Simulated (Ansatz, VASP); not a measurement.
## Pt in VASP and in Ansatz

```
Pt
1.0
     2.71940    0.00000    0.00000
    -1.35970    2.35507    0.00000
     0.00000    0.00000    4.64341
Pt
2
Cartesian
  1.3597 0.7850 3.4826
  0.0000 1.5700 1.1609
```

Alike in both runs: functional LDA; k mesh 11 × 11 × 6; occupations fermi-dirac, width 0.1 eV; no spin polarisation.

Ansatz relaxed the structure, and its values are those at the end. VASP's run is a single point on that final structure, the one shown.

|  | VASP | Ansatz |
| --- | --- | --- |
| version | VASP 6.6.1 | Ansatz 0.2.0 |
| potentials or method | VASP PAW LDA potentials, release 64 (Pt_sv_GW) | plane waves, PAW |
| plane-wave cutoff (eV) | 570 | 420 |
| valence electrons in the cell | 36 | 36 |

```tsv
	VASP	Ansatz	Ansatz less VASP
pressure (GPa)	-0.4	0.0	+0.37
```

LDA's correlation is that of Perdew and Zunger in VASP and of Perdew and Wang (1992) in Ansatz.

Spin-orbit coupling is off throughout.
